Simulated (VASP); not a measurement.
# TaN (I4/mmm) in VASP: further runs, part 2 of 2

VASP 6.6.1.

## (3) Single point, PBEsol (strain -0.015 along x and y, +0.015 along z)

The input, INCAR:

```
PREC = Accurate
ENCUT = 520
EDIFF = 1E-6
ISMEAR = 0
SIGMA = 0.15
LREAL = F
LASPH = T
NELM = 60
ALGO = Normal
ISIF = 2
LWAVE = F
LCHARG = F
GGA = PS
NBANDS = 15
```

The input, KPOINTS:

```
Automatic mesh
0
Gamma
  24 24 24
```

The input, POSCAR:

```
TaN
1.0
    0.0000000000      2.1550270330      2.2206623742
    2.1550270330      0.0000000000      2.2206623742
    2.1550270330      2.1550270330      0.0000000000
Ta N
1 1
Direct
    0.5000000000      0.5000000000      0.5000000000
    0.0000000000      0.0000000000      0.0000000000
```

Potentials or basis: VASP PAW PBE potentials, release 64 (Ta_pv, N).

Command:

```console
$ cat potpaw_PBE.64/Ta_pv/POTCAR potpaw_PBE.64/N/POTCAR > POTCAR
$ mpirun -np 1 vasp_std > vasp.out
```

OUTCAR:

```text
PREC = Accurate
   ENCUT = 520
   EDIFF = 1E-6
   ISMEAR = 0
   LREAL = F
   LASPH = T
   NELM = 60
   ISIF = 2
   GGA = PS

 ion  position               nearest neighbor table
   1  0.500  0.500  0.500-   2 2.16   2 2.16   2 2.16   2 2.16   2 2.22   2 2.22
   2  0.000  0.000  0.000-   1 2.16   1 2.16   1 2.16   1 2.16   1 2.22   1 2.22

  LATTYP: Found a body centered tetragonal cell.
 ALAT       =     3.0476684573
 C/A-ratio  =     1.4572860567

  Lattice vectors:

 A1 = (  -2.1550270330,   0.0000000000,   2.2206623742)
 A2 = (   2.1550270330,   0.0000000000,   2.2206623742)
 A3 = (   0.0000000000,   2.1550270330,  -2.2206623742)

Analysis of symmetry for initial positions (statically):
=====================================================================
 Subroutine PRICEL returns:
 Original cell was already a primitive cell.

 Routine SETGRP: Setting up the symmetry group for a
 body centered tetragonal supercell.

 Subroutine GETGRP returns: Found 16 space group operations
 (whereof 16 operations were pure point group operations)
 out of a pool of 16 trial point group operations.

The static configuration has the point symmetry D_4h.

Analysis of symmetry for dynamics (positions and initial velocities):
=====================================================================
 Subroutine PRICEL returns:
 Original cell was already a primitive cell.

 Routine SETGRP: Setting up the symmetry group for a
 body centered tetragonal supercell.

 Subroutine GETGRP returns: Found 16 space group operations
 (whereof 16 operations were pure point group operations)
 out of a pool of 16 trial point group operations.

The dynamic configuration has the point symmetry D_4h.

 Subroutine INISYM returns: Found 16 space group operations
 (whereof 16 operations are pure point group operations),
 and found     1 'primitive' translations

----------------------------------------------------------------------------------------

                                     Primitive cell

[... 120 lines left out ...]
   LRPA    =     F    only Hartree local field effects (RPA)
 non-spin polarized calculation
 Gauss-broadening in eV      SIGMA  =   0.15
  energy-cutoff  :      520.00
  volume of cell :       20.63
 maximum number of plane-waves:       568
   NGX = 11   NGY = 11   NGZ = 11

 number of electron      16.0000001 magnetization

 Free energy of the ion-electron system (eV)
  ---------------------------------------------------
  ext. energy  EPLUGINS =         0.00000000
  ---------------------------------------------------
  free energy    TOTEN  =       -23.18280728 eV

  energy without entropy =      -23.17314113  energy(sigma->0) =      -23.17797421

 E-fermi :   9.7210     XC(G=0): -13.7559

 val. band max:        9.7190232490   @ k =   0.3750   0.1667   0.1250
 cond. band min:       9.7278388773   @ k =  -0.2500   0.4583   0.2083
 fundamental gap:      0.0088156283
 Fermi energy:         9.7210282642

 k-point     1 :       0.0000    0.0000    0.0000
  band No.  band energies     occupation
      1     -25.9258      2.00000
      2     -25.9122      2.00000
      3     -25.9122      2.00000
      4      -9.3403      2.00000
      5       5.7480      2.00000
      6       5.8902      2.00000
      7       5.8902      2.00000
      8       7.2592      2.00000
      9       7.6434      2.00000
     10       7.6434      2.00000
     11       9.3842      1.99851
     12       9.9763      0.01608
     13      11.7122      0.00000
     14      19.1224      0.00000
[... 401 lines left out ...]
      2     -26.0386      2.00000
      3     -25.9870      2.00000
      4      -6.2475      2.00000
      5      -0.6860      2.00000
      6       1.9598      2.00000
      7       2.0527      2.00000
      8      11.0664      0.00000
      9      11.5780      0.00000
     10      11.6714      0.00000
     11      14.2180      0.00000
     12      17.0552      0.00000
     13      17.4328      0.00000
     14      21.4723      0.00000
     15      22.2188      0.00000

 [... further k-points ...]

------------------------ aborting loop because EDIFF is reached ----------------------------------------

  FORCE on cell =-STRESS in cart. coord.  units (eV):
  Direction    XX          YY          ZZ          XY          YZ          ZX
  --------------------------------------------------------------------------------------
  -------------------------------------------------------------------------------------
  Total        1.7899983      1.7899983     -0.6542211      0.0000000      0.0000000      0.0000000
  in kB      139.0417481    139.0417481    -50.8179541      0.0000000      0.0000000      0.0000000
  external PRESSURE =      75.7551807 kB  Pullay stress =       0.0000000 kB

 VOLUME and BASIS-vectors are now :
 -----------------------------------------------------------------------------
  energy-cutoff  :      520.00
  volume of cell :       20.63
      direct lattice vectors                 reciprocal lattice vectors
     0.000000000  2.155027033  2.220662374    -0.232015651  0.232015651  0.225158046
     2.155027033  0.000000000  2.220662374     0.232015651 -0.232015651  0.225158046
     2.155027033  2.155027033  0.000000000     0.232015651  0.232015651 -0.225158046

 POSITION                                       TOTAL-FORCE (eV/Angst)
 -----------------------------------------------------------------------------------
      2.15503      2.15503      2.22066        -0.000000      0.000000      0.000000
      0.00000      0.00000      0.00000         0.000000     -0.000000      0.000000
 -----------------------------------------------------------------------------------
    total drift:                                0.000000     -0.000000     -0.000000

  FREE ENERGIE OF THE ION-ELECTRON SYSTEM (eV)
  ---------------------------------------------------
  free  energy   TOTEN  =       -23.1828072821 eV

  energy  without entropy=      -23.1731411312  energy(sigma->0) =      -23.17797421
```

OSZICAR:

```text
N       E                     dE             d eps       ncg     rms          rms(c)
DAV:   1     0.886136458174E+02    0.88614E+02   -0.88281E+03 31953   0.114E+03
DAV:   2    -0.232546800923E+02   -0.11187E+03   -0.10538E+03 39492   0.304E+02
DAV:   3    -0.259661132948E+02   -0.27114E+01   -0.26941E+01 35572   0.443E+01
DAV:   4    -0.259762510017E+02   -0.10138E-01   -0.10134E-01 41698   0.290E+00
DAV:   5    -0.259763129167E+02   -0.61915E-04   -0.61914E-04 35937   0.201E-01    0.260E+01
DAV:   6    -0.232825325742E+02    0.26938E+01   -0.48360E+00 39500   0.253E+01    0.111E+01
DAV:   7    -0.232204102843E+02    0.62122E-01   -0.49487E-01 38470   0.568E+00    0.743E+00
DAV:   8    -0.231890506847E+02    0.31360E-01   -0.14318E-01 37378   0.307E+00    0.159E+00
DAV:   9    -0.231830076126E+02    0.60431E-02   -0.17970E-02 35313   0.107E+00    0.337E-01
DAV:  10    -0.231828591637E+02    0.14845E-03   -0.11944E-03 38141   0.391E-01    0.644E-02
DAV:  11    -0.231828095678E+02    0.49596E-04   -0.11459E-04 36027   0.123E-01    0.260E-02
DAV:  12    -0.231828075394E+02    0.20284E-05   -0.84904E-06 38064   0.277E-02    0.352E-03
DAV:  13    -0.231828072821E+02    0.25728E-06   -0.61306E-07 20804   0.659E-03
   1 F= -.23182807E+02 E0= -.23177974E+02  d E =-.966615E-02
```

stdout:

```text
POSCAR found type information on POSCAR TaN
 POSCAR found :  2 types and       2 ions
 scaLAPACK will be used
 -----------------------------------------------------------------------------
|                                                                             |
|                                                                             |
|     You enforced a specific xc type in the INCAR file but a different       |
|     I HOPE YOU KNOW WHAT YOU ARE DOING!                                     |
|                                                                             |
 -----------------------------------------------------------------------------

 LDA part: xc-table for (Slater+PW92), standard interpolation
 POSCAR, INCAR and KPOINTS ok, starting setup
 FFT: planning ... GRIDC
 FFT: planning ... GRID_SOFT
 FFT: planning ... GRID
 WAVECAR not read
 entering main loop
```

Run time: 81 s. Hardware: 1 thread of Intel Xeon 6975P-C (Granite Rapids), shared host; peak memory 0.42 GiB.

What came out:

- Free energy: -23.1828 eV
- Pressure: 7.6 GPa
- Band gap on the k mesh: zero (bands 8 and 9 overlap by 4.08 eV)

Stress tensor (GPa, compression positive):
```
13.90  0.00  0.00
 0.00 13.90  0.00
 0.00  0.00 -5.08
```

Caveat: the cell differs from its parent crystal (strain -0.015 along x and y, +0.015 along z); the cell stands under pressure; the PAW data sets were made with another functional, which shifts forces and pressure a little; spin-orbit coupling is left out, which moves the levels of the heavy elements.
